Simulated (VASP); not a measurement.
# C (P1) in VASP: notebook

The runs below take C through single point, with PBEsol.

Program: VASP 6.6.1. These are calculated values, not measurements. Logs are shortened: lines on timing, memory, paths and dates and some standing lists are left out, and cuts for length are marked.

### Step 1. The cell of the first run

The typed cell holds 16 atoms: a = 5.207 Å, b = 5.207 Å, c = 5.207 Å, α = 60.00°, β = 60.00°, γ = 60.00°.

### Step 2. Single point, PBEsol (dynamics (nvt langevin) at 2600 K, volume x 1.1, from the last frame before)

Input file INCAR:

```
ALGO = Normal
EDIFF = 1E-6
ENCUT = 520
GGA = PS
ISIF = 2
ISMEAR = -1
LASPH = T
LCHARG = T
LELF = T
LREAL = Auto
LVHAR = T
LWAVE = F
NBANDS = 46
NELM = 100
PREC = Accurate
SIGMA = 0.2241
```

Input file KPOINTS:

```
Automatic mesh
0
Gamma
  2 2 2
  0.5 0.5 0.5
```

Input file POSCAR:

```
C
1.0
    0.0000000000      3.6819367158     -3.6819367158
   -3.6819367158      0.0000000000     -3.6819367158
   -3.6819367158      3.6819367158      0.0000000000
C
16
Direct
    0.7078068422      0.7359357885      0.2682292164
    0.1695122834      0.7624597370      0.2738608993
    0.6824792749      0.2539363308      0.2513094524
    0.1708668694      0.2461756054      0.2837145450
    0.7033278136      0.7406128107      0.7676081145
    0.1930660560      0.7374686774      0.7809547589
    0.6757768240      0.2575713743      0.7674872542
    0.2444433649      0.2126997448      0.7514653873
    0.8002750257      0.3721087856      0.3941409405
    0.3142342167      0.3693337515      0.3873536158
    0.8466317432      0.8755814531      0.4095218404
    0.3128497551      0.8679796115      0.3851557236
    0.8255981117      0.3565949394      0.8908507270
    0.3191712924      0.3721295627      0.8971157722
    0.8116561285      0.8794886360      0.8859308977
    0.3202675904      0.8644056771      0.8841645719
```

Potentials or basis: VASP PAW PBE potentials, release 64 (C).

Started as:

```
$ cat potpaw_PBE.64/C/POTCAR > POTCAR
$ mpirun -np 1 vasp_std > vasp.out
```

OUTCAR:

```text
EDIFF = 1E-6
   ENCUT = 520
   GGA = PS
   ISIF = 2
   ISMEAR = -1
   LASPH = T
   LREAL = Auto
   NELM = 100
   PREC = Accurate

 ion  position               nearest neighbor table
   1  0.708  0.736  0.268-   9 1.55  15 1.63  12 1.68  11 1.78
   2  0.170  0.762  0.274-  11 1.38  12 1.53  16 1.66  10 1.67
   3  0.682  0.254  0.251-  13 1.54  10 1.57   9 1.61  11 1.64
   4  0.171  0.246  0.284-   9 1.58  10 1.58  12 1.61  14 1.65
   5  0.703  0.741  0.768-  11 1.53  15 1.56  16 1.63  13 1.63
   6  0.193  0.737  0.781-  16 1.52  14 1.55  15 1.62  12 1.68
[... 8 lines left out ...]
  15  0.812  0.879  0.886-   5 1.56   7 1.61   6 1.62   1 1.63
  16  0.320  0.864  0.884-   8 1.49   6 1.52   5 1.63   2 1.66

  LATTYP: Found a face centered cubic cell.
 ALAT       =     7.3638734316

  Lattice vectors:

 A1 = (   0.0000000000,   3.6819367158,  -3.6819367158)
 A2 = (  -3.6819367158,   0.0000000000,  -3.6819367158)
 A3 = (  -3.6819367158,   3.6819367158,   0.0000000000)

Analysis of symmetry for initial positions (statically):
=====================================================================
 Subroutine PRICEL returns:
 Original cell was already a primitive cell.

 Routine SETGRP: Setting up the symmetry group for a
 face centered cubic supercell.

 Subroutine GETGRP returns: Found  1 space group operations
 (whereof  1 operations were pure point group operations)
 out of a pool of 48 trial point group operations.

The static configuration has the point symmetry C_1 .

Analysis of symmetry for dynamics (positions and initial velocities):
=====================================================================
 Subroutine PRICEL returns:
 Original cell was already a primitive cell.

 Routine SETGRP: Setting up the symmetry group for a
 face centered cubic supercell.

 Subroutine GETGRP returns: Found  1 space group operations
 (whereof  1 operations were pure point group operations)
 out of a pool of 48 trial point group operations.

The dynamic configuration has the point symmetry C_1 .

 Subroutine INISYM returns: Found  1 space group operations
 (whereof  1 operations are pure point group operations),
 and found     1 'primitive' translations

----------------------------------------------------------------------------------------

                                     Primitive cell

  volume of cell :      99.8295

  direct lattice vectors                    reciprocal lattice vectors
[... 111 lines left out ...]
   NFREE  =      0    steps in history (QN), initial steepest desc. (CG)
   ISIF   =      2    stress and relaxation
   ISYM   =      2    0-nonsym 1-usesym 2-fastsym
   POTIM  = 0.5000    time-step for ionic-motion
   TEBEG  =    0.0;   TEEND  =   0.0 temperature during run
   PSTRESS=    0.0 pullay stress
   NELECT =      64.0000    total number of electrons
   NUPDOWN=      -1.0000    fix difference up-down
   EMIN   =  10.00;   EMAX   =-10.00  energy-range for DOS
   EFERMI =   0.00;   METHOD = LEGACY
   ISMEAR =    -1;   SIGMA  =   0.22  broadening in eV -4-tet -1-fermi 0-gaus
   EFERMI_NEDOS =   21; number of points for ismear=-14 and -15
   IALGO  =     38    algorithm
   IMIX   =      4    mixing-type and parameters
     AMIX     =   0.40;   BMIX     =  1.00
     AMIX_MAG =   1.60;   BMIX_MAG =  1.00
  volume/ion in A,a.u.               =       6.24        42.11
  Fermi-wavevector in a.u.,A,eV,Ry     =   1.411611  2.667559 27.111607  1.992647
  Thomas-Fermi vector in A             =   2.533445
   LORBIT       =      0    0 simple, 1 ext, 2 COOP (PROOUT), +10 PAW based schemes
   GGA     = PS    functional components
   LHFCALC =     F    Hartree Fock is set to
   AEXX    =    0.0000 exact exchange contribution
   IVDW    =     0    specifies the selected vdW correction
   LEPSILON=     F    determine dielectric tensor
   LRPA    =     F    only Hartree local field effects (RPA)
 non-spin polarized calculation
  energy-cutoff  :      520.00
  volume of cell :       99.83
 maximum number of plane-waves:      2689
 NGX is ok and might be reduce to    40
   NGX = 19   NGY = 19   NGZ = 19

 number of electron      63.9999999 magnetization

 Free energy of the ion-electron system (eV)
  ---------------------------------------------------
  ext. energy  EPLUGINS =         0.00000000
  ---------------------------------------------------
  free energy    TOTEN  =      -149.77036704 eV

  energy without entropy =     -149.76982252  energy(sigma->0) =     -149.77009478

 E-fermi :  10.0422     XC(G=0): -12.9709

 val. band max:        8.1063470436   @ k =   0.2500   0.0000   0.0000
 cond. band min:      11.9092244125   @ k =   0.0000   0.0000  -0.2500
 fundamental gap:      3.8028773689
 Fermi energy:        10.0422125500

 k-point     1 :       0.2500    0.2500    0.2500
  band No.  band energies     occupation
      1     -11.6095      2.00000
      2      -8.5567      2.00000
      3      -7.1183      2.00000
      4      -6.7874      2.00000
      5      -6.4266      2.00000
      6      -5.8483      2.00000
[... 741 lines left out ...]
     43      16.5449      0.00000
     44      16.8546      0.00000
 [bands above 44 left out]

------------------------ aborting loop because EDIFF is reached ----------------------------------------

  FORCE on cell =-STRESS in cart. coord.  units (eV):
  Direction    XX          YY          ZZ          XY          YZ          ZX
  --------------------------------------------------------------------------------------
  -------------------------------------------------------------------------------------
  Total      -20.0073280    -21.0776164    -19.7230498      1.0178767     -1.3851449     -1.3849314
  in kB     -321.1003069   -338.2775088   -316.5378873     16.3360398    -22.2303781    -22.2269502
  external PRESSURE =    -325.3052343 kB  Pullay stress =       0.0000000 kB

 VOLUME and BASIS-vectors are now :
 -----------------------------------------------------------------------------
  energy-cutoff  :      520.00
  volume of cell :       99.83
      direct lattice vectors                 reciprocal lattice vectors
     0.000000000  3.681936716 -3.681936716     0.135798097  0.135798097 -0.135798097
    -3.681936716  0.000000000 -3.681936716    -0.135798097 -0.135798097 -0.135798097
    -3.681936716  3.681936716  0.000000000    -0.135798097  0.135798097  0.135798097

 POSITION                                       TOTAL-FORCE (eV/Angst)
 -----------------------------------------------------------------------------------
     -3.69727      3.59370     -5.31577        -1.352110     -2.517587      0.521445
     -3.81567      1.63247     -3.43146         4.700803      4.309342     -3.113994
     -1.86028      3.43815     -3.44782        -0.581889      2.764103     -0.614065
     -1.95102      1.67374     -1.53552         2.256983      0.260104     -1.032781
     -5.55317      5.41589     -5.31650        -0.063891      0.799192      0.664460
     -5.59074      3.58628     -3.42617         1.359545     -3.144521     -0.465014
[... 8 lines left out ...]
     -6.50016      6.25041     -6.22669        -0.588798      2.831771      0.794226
     -6.43812      4.43464     -4.36189        -0.377494      1.947652     -0.565591
 -----------------------------------------------------------------------------------
    total drift:                                0.002857     -0.003985      0.020435

  FREE ENERGIE OF THE ION-ELECTRON SYSTEM (eV)
  ---------------------------------------------------
  free  energy   TOTEN  =      -149.7703670372 eV

  energy  without entropy=     -149.7698225196  energy(sigma->0) =     -149.77009478
```

OSZICAR:

```text
N       E                     dE             d eps       ncg     rms          rms(c)
DAV:   1     0.159113683557E+03    0.15911E+03   -0.33306E+04  1472   0.135E+03
DAV:   2    -0.140494880600E+03   -0.29961E+03   -0.28261E+03  1864   0.255E+02
DAV:   3    -0.153635678083E+03   -0.13141E+02   -0.13022E+02  1920   0.504E+01
DAV:   4    -0.153838537623E+03   -0.20286E+00   -0.20222E+00  1944   0.648E+00
DAV:   5    -0.153842463614E+03   -0.39260E-02   -0.39235E-02  1832   0.895E-01    0.142E+01
DAV:   6    -0.150806707319E+03    0.30358E+01   -0.21338E+00  1760   0.618E+00    0.834E+00
DAV:   7    -0.149766141618E+03    0.10406E+01   -0.25179E+00  1784   0.669E+00    0.169E+00
DAV:   8    -0.149769906846E+03   -0.37652E-02   -0.85085E-02  1876   0.131E+00    0.592E-01
DAV:   9    -0.149770329957E+03   -0.42311E-03   -0.54848E-03  1744   0.361E-01    0.788E-02
DAV:  10    -0.149770334890E+03   -0.49330E-05   -0.41759E-04  1876   0.106E-01    0.329E-02
DAV:  11    -0.149770359228E+03   -0.24338E-04   -0.74372E-05  1856   0.434E-02    0.188E-02
DAV:  12    -0.149770366587E+03   -0.73591E-05   -0.65621E-06  1872   0.133E-02    0.487E-03
DAV:  13    -0.149770367037E+03   -0.45001E-06   -0.86447E-07  1112   0.532E-03
   1 F= -.14977037E+03 E0= -.14977009E+03  d E =-.544518E-03
```

Run time: 54 s. Hardware: 1 thread of Intel Xeon 6975P-C (Granite Rapids), shared host; peak memory 0.24 GiB.

Results:

- Free energy: -149.7704 eV
- Pressure: -32.5 GPa
- Largest force: 9.196 eV/Å
- Band gap on the k mesh: 3.80 eV, indirect (least direct gap 3.84 eV)

Forces on the atoms (eV/Å):
```
C   -1.352 -2.518  0.521
C    4.701  4.309 -3.114
C   -0.582  2.764 -0.614
C    2.257  0.260 -1.033
C   -0.064  0.799  0.664
C    1.360 -3.145 -0.465
C    1.357  2.175 -0.626
C   -4.714 -4.138  1.453
C   -0.343  0.157 -1.735
C   -0.133  0.483  0.378
C    0.001 -7.355  5.520
C   -1.790  2.505 -1.332
C   -0.179 -0.719 -1.470
C    0.447 -0.358  1.624
C   -0.589  2.832  0.794
C   -0.377  1.948 -0.566
```

Stress tensor (GPa, compression positive):
```
-32.11   1.63  -2.22
  1.63 -33.83  -2.22
 -2.22  -2.22 -31.65
```

Levels at points of the mesh, in eV from the valence-band top:
```csv
k point,band 30,band 31,band 32,band 33,band 34,band 35
"(0.25, 0.25, 0.25)",-1.47,-0.23,-0.05,3.89,4.43,4.61
```

Caveat: the k points lie up to 0.74 Å⁻¹ apart; the PAW data sets were made with another functional, which shifts forces and pressure a little. A k mesh can miss the band edges.

### Step 3. Single point, PBEsol (dynamics (nvt langevin) at 2600 K, volume x 1.1, from the last frame before)

Input file INCAR:

```
SYSTEM = C
  PREC = Accurate
  ENCUT = 520
  EDIFF = 1E-6
  ISMEAR = -1
  SIGMA = 0.2241
  LREAL = Auto
  LASPH = .TRUE.
  NELM = 60
  ALGO = Normal
  ISIF = 2
  LWAVE = .FALSE.
  LCHARG = .TRUE.
  GGA = PS
  LELF = .TRUE.
  LVHAR = .TRUE.
  NBANDS = 46
```

KPOINTS is that of step 2.

Input file POSCAR:

```
C
1.0
    0.0000000000      3.6819367158     -3.6819367158
   -3.6819367158      0.0000000000     -3.6819367158
   -3.6819367158      3.6819367158      0.0000000000
C
16
Direct
    0.6203898047      0.5989589638      0.2478122441
    0.1578936698      0.6044958596      0.2399374482
    0.6879435187      0.0667894423      0.2396376060
    0.1555984104      0.1050391492      0.2153378945
    0.6864756771      0.5675244202      0.7449389307
    0.1955263101      0.5870903459      0.7328188147
    0.6594111163      0.0683194795      0.7543709233
    0.1747008571      0.0701412110      0.7182889615
    0.7989993384      0.2323882962      0.3548018613
    0.3304607314      0.2059156793      0.3490859836
    0.7928114265      0.7136737274      0.3485077553
    0.2624871296      0.7320793941      0.3668786577
    0.8010553216      0.1979393065      0.8689570862
    0.3021655683      0.1881964720      0.8454785457
    0.7955288822      0.7093033372      0.8813760937
    0.3202052591      0.7072100096      0.8484226485
```

Potentials or basis: VASP PAW PBE potentials, release 64 (C).

Started as:

```
$ cat potpaw_PBE.64/C/POTCAR > POTCAR
$ mpirun -np 1 vasp_std > vasp.out
```

It took 50 s on 1 thread of Intel Xeon 6975P-C (Granite Rapids), shared host; peak memory 0.24 GiB.

Results (log left out):

| Item | Value |
| --- | --- |
| Free energy | -149.6217 eV |
| Pressure | -34.5 GPa |
| Largest force | 5.986 eV/Å |
| Band gap on the k mesh | 3.89 eV, direct |

Forces in eV/Å, atoms in the order of the input:
```
C    1.941  3.653 -4.327
C    3.521  0.541  0.731
C   -1.686 -1.713 -1.699
C   -0.289  2.816 -1.109
C   -0.510 -1.174 -1.108
C   -0.179 -2.089  3.755
C    0.559 -0.075 -3.152
C   -1.220  1.513 -2.267
C    0.803 -0.444  4.009
C   -1.391 -3.802  2.911
C   -1.093  2.402  1.570
C    0.429  0.770 -0.734
C    0.936 -1.034  0.179
C   -3.389  0.037 -1.374
C    2.342 -1.517  0.743
C   -0.774  0.117  1.872
```

Stress tensor (GPa, compression positive):
```
-34.46  -0.77   1.17
 -0.77 -34.87   0.95
  1.17   0.95 -34.15
```

Levels at points of the mesh, in eV from the valence-band top:
```csv
k point,band 28,band 29,band 30,band 31,band 32,band 33,band 34,band 35,band 36,band 37
"(0.25, 0.25, 0.25)",-2.48,-1.90,-1.79,-0.97,-0.26,3.91,4.17,4.40,5.18,5.54
```

Caveat: the k points lie up to 0.74 Å⁻¹ apart; the PAW data sets were made with another functional, which shifts forces and pressure a little. A k mesh can miss the band edges.
